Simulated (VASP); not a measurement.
# Bi2Se3 (R-3m) in VASP: single point with PBEsol

Aim: the single point of Bi2Se3 with PBEsol.

All numbers are computed with VASP 6.6.1; they aren't measurements. Logs are shortened: lines on timing, memory, paths and dates and some standing lists are left out, and cuts for length are marked.

**1. The cell of the first run**

The structure is trigonal, space group R-3m (No. 166). The conventional cell has a = 3.812 Å, b = 3.812 Å, c = 26.345 Å, α = 90.00°, β = 90.00°, γ = 120.00°. Bi (site symmetry 3m) has 6 Se at 2.62 to 2.83 Å within 3.5 Å. Within 3.9 Å of Se (site symmetry -3m) lie 6 Bi at 2.83 Å and 12 Se at 3.81 to 3.89 Å. Within 3.5 Å of Se (site symmetry 3m) lie 3 Bi at 2.62 Å and 3 Se at 3.24 Å.

**2. Single point, PBEsol (strain -0.080 along x and y, -0.080 along z)**

File INCAR:

```
PREC = Accurate
ENCUT = 520
EDIFF = 1E-7
ISMEAR = 0
SIGMA = 0.03
LREAL = False
LASPH = True
NELM = 100
ALGO = Normal
ISIF = 2
LWAVE = False
LCHARG = False
GGA = PS
NBANDS = 32
```

File KPOINTS:

```
regular mesh
0
Gamma
  12 12 12
```

File POSCAR:

```
Bi2Se3
1.0
    1.9057793531      1.1003022225      8.7817036000
   -1.9057793531      1.1003022225      8.7817036000
    0.0000000000     -2.2006044450      8.7817036000
Bi Se
2 3
Direct
    0.4008000000      0.4008000000      0.4008000000
    0.5992000000      0.5992000000      0.5992000000
    0.0000000000      0.0000000000      0.0000000000
    0.2117000000      0.2117000000      0.2117000000
    0.7883000000      0.7883000000      0.7883000000
```

Potentials or basis: VASP PAW PBE potentials, release 64 (Bi_d, Se).

On the command line:

```bash
> cat potpaw_PBE.64/Bi_d/POTCAR potpaw_PBE.64/Se/POTCAR > POTCAR
> mpirun -np 1 vasp_std > vasp.out
```

OUTCAR:

```text
PREC = Accurate
   ENCUT = 520
   EDIFF = 1E-7
   ISMEAR = 0
   LREAL = False
   LASPH = True
   NELM = 100
   ISIF = 2
   GGA = PS

 ion  position               nearest neighbor table
   1  0.401  0.401  0.401-   5 2.62   5 2.62   5 2.62   3 2.83   3 2.83   3 2.83
   2  0.599  0.599  0.599-   4 2.62   4 2.62   4 2.62   3 2.83   3 2.83   3 2.83
   3  0.000  0.000  0.000-   2 2.83   1 2.83   2 2.83   2 2.83   1 2.83   1 2.83
   4  0.212  0.212  0.212-   2 2.62   2 2.62   2 2.62
   5  0.788  0.788  0.788-   1 2.62   1 2.62   1 2.62

  LATTYP: Found a trigonal (rhomboedric) cell.
 ALAT       =     9.0532302545
 COS(alpha) =     0.9113725817

  Lattice vectors:

 A1 = (   1.9057793531,   1.1003022225,   8.7817036000)
 A2 = (  -1.9057793531,   1.1003022225,   8.7817036000)
 A3 = (   0.0000000000,  -2.2006044450,   8.7817036000)

Analysis of symmetry for initial positions (statically):
=====================================================================
 Subroutine PRICEL returns:
 Original cell was already a primitive cell.

 Routine SETGRP: Setting up the symmetry group for a
 trigonal (rhombohedral) supercell.

 Subroutine GETGRP returns: Found 12 space group operations
 (whereof 12 operations were pure point group operations)
 out of a pool of 12 trial point group operations.

The static configuration has the point symmetry D_3d.

Analysis of symmetry for dynamics (positions and initial velocities):
=====================================================================
 Subroutine PRICEL returns:
 Original cell was already a primitive cell.

 Routine SETGRP: Setting up the symmetry group for a
 trigonal (rhombohedral) supercell.

 Subroutine GETGRP returns: Found 12 space group operations
 (whereof 12 operations were pure point group operations)
 out of a pool of 12 trial point group operations.

The dynamic configuration has the point symmetry D_3d.

 Subroutine INISYM returns: Found 12 space group operations
 (whereof 12 operations are pure point group operations),
 and found     1 'primitive' translations

----------------------------------------------------------------------------------------

                                     Primitive cell

  volume of cell :     110.4879

  direct lattice vectors                    reciprocal lattice vectors
     1.905779353  1.100302223  8.781703600     0.262359858  0.151473535  0.037957707
    -1.905779353  1.100302223  8.781703600    -0.262359858  0.151473535  0.037957707
     0.000000000 -2.200604445  8.781703600     0.000000000 -0.302947069  0.037957707

  length of vectors
     9.053230255  9.053230255  9.053230255     0.305315761  0.305315761  0.305315761

  position of ions in fractional coordinates (direct lattice)
     0.400800000  0.400800000  0.400800000
     0.599200000  0.599200000  0.599200000
     0.000000000  0.000000000  0.000000000
     0.211700000  0.211700000  0.211700000
     0.788300000  0.788300000  0.788300000

  ion indices of the primitive-cell ions
   primitive index   ion index
                 1           1
                 2           2
                 3           3
                 4           4
                 5           5

----------------------------------------------------------------------------------------

 KPOINTS: regular mesh

Automatic generation of k-mesh.
 Grid dimensions read from file:
 generate k-points for:   12   12   12

 Generating k-lattice:

  Cartesian coordinates                     Fractional coordinates (reciprocal lattice)
     0.021863321  0.012622795  0.003163142     0.083333333  0.000000000  0.000000000
    -0.021863321  0.012622795  0.003163142     0.000000000  0.083333333  0.000000000
     0.000000000 -0.025245589  0.003163142     0.000000000  0.000000000  0.083333333

  Length of vectors
     0.025442980  0.025442980  0.025442980

  Shift w.r.t. Gamma in fractional coordinates (k-lattice)
     0.000000000  0.000000000  0.000000000

 Subroutine IBZKPT returns following result:
 ===========================================

 Found    189 irreducible k-points:

 Following reciprocal coordinates:
            Coordinates               Weight
  0.000000  0.000000  0.000000      1.000000
  0.083333  0.000000  0.000000      6.000000
  0.166667 -0.000000 -0.000000      6.000000
  0.250000 -0.000000  0.000000      6.000000
  0.333333  0.000000 -0.000000      6.000000
  0.416667  0.000000 -0.000000      6.000000
[... 16 lines left out ...]
  0.500000  0.166667  0.000000     12.000000
 -0.416667  0.166667  0.000000     12.000000
 [... further k-points ...]
   k-points           NKPTS =    189   k-points in BZ     NKDIM =    189   number of bands    NBANDS=     32
   number of dos      NEDOS =    301   number of ions     NIONS =      5
   total plane-waves  NPLWV = 343000
   dimension x,y,z NGX =    70 NGY =   70 NGZ =   70
   dimension x,y,z NGXF=   140 NGYF=  140 NGZF=  140
   ions per type =               2   3
   NGX,Y,Z   is equivalent  to a cutoff of  12.85, 12.85, 12.85 a.u.
   NGXF,Y,Z  is equivalent  to a cutoff of  25.71, 25.71, 25.71 a.u.
 SYSTEM =  unknown system
   PREC   = accura    normal or accurate (medium, high low for compatibility)
   ISTART =      0    job   : 0-new  1-cont  2-samecut
   ICHARG =      2    charge: 1-file 2-atom 10-const
   ISPIN  =      1    spin polarized calculation?
   LNONCOLLINEAR =      F non collinear calculations
   LSORBIT =      F    spin-orbit coupling
   LASPH  =      T    aspherical Exc in radial PAW
   ENCUT  =  520.0 eV  38.22 Ry    6.18 a.u.  16.83 16.83 16.83*2*pi/ulx,y,z
   NELM   =    100;   NELMIN=  2; NELMDL= -5     # of ELM steps
   EDIFF  = 0.1E-06   stopping-criterion for ELM
   LREAL  =      F    real-space projection
   EDIFFG = 0.1E-05   stopping-criterion for IOM
   NSW    =      0    number of steps for IOM
   IBRION =     -1    ionic relax: 0-MD 1-quasi-New 2-CG
   NFREE  =      0    steps in history (QN), initial steepest desc. (CG)
   ISIF   =      2    stress and relaxation
   ISYM   =      2    0-nonsym 1-usesym 2-fastsym
   POTIM  = 0.5000    time-step for ionic-motion
   TEBEG  =    0.0;   TEEND  =   0.0 temperature during run
   PSTRESS=    0.0 pullay stress
   NELECT =      48.0000    total number of electrons
   NUPDOWN=      -1.0000    fix difference up-down
   EMIN   =  10.00;   EMAX   =-10.00  energy-range for DOS
   EFERMI =   0.00;   METHOD = LEGACY
   ISMEAR =     0;   SIGMA  =   0.03  broadening in eV -4-tet -1-fermi 0-gaus
   EFERMI_NEDOS =   21; number of points for ismear=-14 and -15
   IALGO  =     38    algorithm
   IMIX   =      4    mixing-type and parameters
     AMIX     =   0.40;   BMIX     =  1.00
     AMIX_MAG =   1.60;   BMIX_MAG =  1.00
  volume/ion in A,a.u.               =      22.10       149.12
  Fermi-wavevector in a.u.,A,eV,Ry     =   1.239892  2.343055 20.916659  1.537331
  Thomas-Fermi vector in A             =   2.374356
   LORBIT       =      0    0 simple, 1 ext, 2 COOP (PROOUT), +10 PAW based schemes
   GGA     = PS    functional components
   LHFCALC =     F    Hartree Fock is set to
   AEXX    =    0.0000 exact exchange contribution
   IVDW    =     0    specifies the selected vdW correction
   LEPSILON=     F    determine dielectric tensor
   LRPA    =     F    only Hartree local field effects (RPA)
 non-spin polarized calculation
 Gauss-broadening in eV      SIGMA  =   0.03
  energy-cutoff  :      520.00
  volume of cell :      110.49
 maximum number of plane-waves:      2995
 NGX is ok and might be reduce to    70
   NGX = 33   NGY = 33   NGZ = 33

 number of electron      47.9999996 magnetization

 Free energy of the ion-electron system (eV)
  ---------------------------------------------------
  ext. energy  EPLUGINS =         0.00000000
  ---------------------------------------------------
  free energy    TOTEN  =       -19.94740189 eV

  energy without entropy =      -19.94740187  energy(sigma->0) =      -19.94740188

 E-fermi :   8.2981     XC(G=0): -10.8539

 val. band max:        8.2201819081   @ k =   0.0000   0.0000   0.0000
 cond. band min:       8.3760366517   @ k =   0.0000   0.0000   0.0000
 fundamental gap:      0.1558547437
 Fermi energy:         8.2981032330

 k-point     1 :       0.0000    0.0000    0.0000
  band No.  band energies     occupation
      1     -15.3191      2.00000
      2     -15.3191      2.00000
      3     -15.3114      2.00000
      4     -15.3114      2.00000
      5     -15.2697      2.00000
      6     -15.2631      2.00000
[... 24 lines left out ...]
     31      13.4470      0.00000
     32      14.7423      0.00000

 k-point     2 :       0.0833    0.0000    0.0000
  band No.  band energies     occupation
      1     -15.3242      2.00000
      2     -15.3154      2.00000
      3     -15.3153      2.00000
      4     -15.3077      2.00000
      5     -15.2666      2.00000
      6     -15.2601      2.00000
[... 24 lines left out ...]
     31      13.3423      0.00000
     32      13.8483      0.00000

 k-point     3 :       0.1667   -0.0000   -0.0000
  band No.  band energies     occupation
      1     -15.3388      2.00000
      2     -15.3271      2.00000
      3     -15.3060      2.00000
      4     -15.2987      2.00000
      5     -15.2611      2.00000
      6     -15.2534      2.00000
[... 24 lines left out ...]
     31      12.5393      0.00000
     32      13.5714      0.00000

 k-point     4 :       0.2500   -0.0000    0.0000
  band No.  band energies     occupation
      1     -15.3600      2.00000
      2     -15.3440      2.00000
      3     -15.2969      2.00000
      4     -15.2888      2.00000
      5     -15.2658      2.00000
      6     -15.2532      2.00000
[... 654 lines left out ...]
     31      13.2762      0.00000
     32      13.8361      0.00000

 k-point    23 :       0.5000    0.1667    0.0000
  band No.  band energies     occupation
      1     -15.3826      2.00000
      2     -15.3644      2.00000
      3     -15.3077      2.00000
      4     -15.2899      2.00000
      5     -15.2660      2.00000
      6     -15.2555      2.00000
[... 24 lines left out ...]
     31      13.6206      0.00000
     32      13.7881      0.00000

 k-point    24 :      -0.4167    0.1667    0.0000
  band No.  band energies     occupation
      1     -15.3864      2.00000
      2     -15.3669      2.00000
      3     -15.3094      2.00000
      4     -15.2894      2.00000
      5     -15.2673      2.00000
      6     -15.2564      2.00000
[... 24 lines left out ...]
     31      13.3660      0.00000
     32      13.9808      0.00000

 [... further k-points ...]
[... 5 lines left out ...]
  --------------------------------------------------------------------------------------
  -------------------------------------------------------------------------------------
  Total       18.8121118     18.8121118     18.5125923      0.0000000      0.0000000      0.0000000
  in kB      272.7931744    272.7931744    268.4498622      0.0000000      0.0000000      0.0000000
  external PRESSURE =     271.3454037 kB  Pullay stress =       0.0000000 kB

 VOLUME and BASIS-vectors are now :
 -----------------------------------------------------------------------------
  energy-cutoff  :      520.00
  volume of cell :      110.49
      direct lattice vectors                 reciprocal lattice vectors
     1.905779353  1.100302223  8.781703600     0.262359858  0.151473535  0.037957707
    -1.905779353  1.100302223  8.781703600    -0.262359858  0.151473535  0.037957707
     0.000000000 -2.200604445  8.781703600     0.000000000 -0.302947069  0.037957707

 POSITION                                       TOTAL-FORCE (eV/Angst)
 -----------------------------------------------------------------------------------
      0.00000      0.00000     10.55912         0.000000     -0.000000     -1.147143
      0.00000      0.00000     15.78599         0.000000      0.000000      1.147143
      0.00000      0.00000      0.00000         0.000000      0.000000     -0.000000
      0.00000      0.00000      5.57726         0.000000      0.000000     -2.741941
      0.00000      0.00000     20.76785         0.000000     -0.000000      2.741941
 -----------------------------------------------------------------------------------
    total drift:                                0.000000      0.000000      0.000000

  FREE ENERGIE OF THE ION-ELECTRON SYSTEM (eV)
  ---------------------------------------------------
  free  energy   TOTEN  =       -19.9474018912 eV

  energy  without entropy=      -19.9474018681  energy(sigma->0) =      -19.94740188
```

Run time: 40 min. Hardware: 1 thread of Intel Xeon Platinum 8488C (Sapphire Rapids), shared host; peak memory 1 GiB.

What came out:

* Free energy: -19.9474 eV
* Pressure: 27.1 GPa
* Largest force: 2.742 eV/Å
* Band gap on the k mesh: 0.16 eV

Forces on the atoms (eV/Å):
```
Bi   0.000  0.000 -1.147
Bi   0.000  0.000  1.147
Se   0.000  0.000  0.000
Se   0.000  0.000 -2.742
Se   0.000  0.000  2.742
```

Stress tensor (GPa, compression positive):
```
27.28  0.00  0.00
 0.00 27.28  0.00
 0.00  0.00 26.84
```

Levels at points of the mesh, in eV from the valence-band top:
```tsv
k point	band 20	band 21	band 22	band 23	band 24	band 25	band 26	band 27	band 28	band 29
(0.00, 0.00, 0.00)	-2.72	-2.54	-1.89	-1.89	0.00	0.16	1.09	1.09	2.02	2.96
(0.50, 0.00, 0.00)	-4.36	-4.15	-3.21	-1.94	-0.62	0.54	1.75	2.51	2.92	3.77
(0.50, 0.50, 0.00)	-3.74	-2.75	-2.57	-2.51	-1.23	0.92	1.55	2.87	3.07	3.38
(0.50, 0.50, 0.50)	-2.40	-2.18	-2.18	-1.48	-0.40	0.35	1.57	1.57	2.32	2.43
```

Caveat: the cell differs from its parent crystal (strain -0.080 along x and y, -0.080 along z); the cell stands under pressure; the PAW data sets were made with another functional, which shifts forces and pressure a little; spin-orbit coupling is left out, which moves the levels of the heavy elements. A k mesh can miss the band edges.
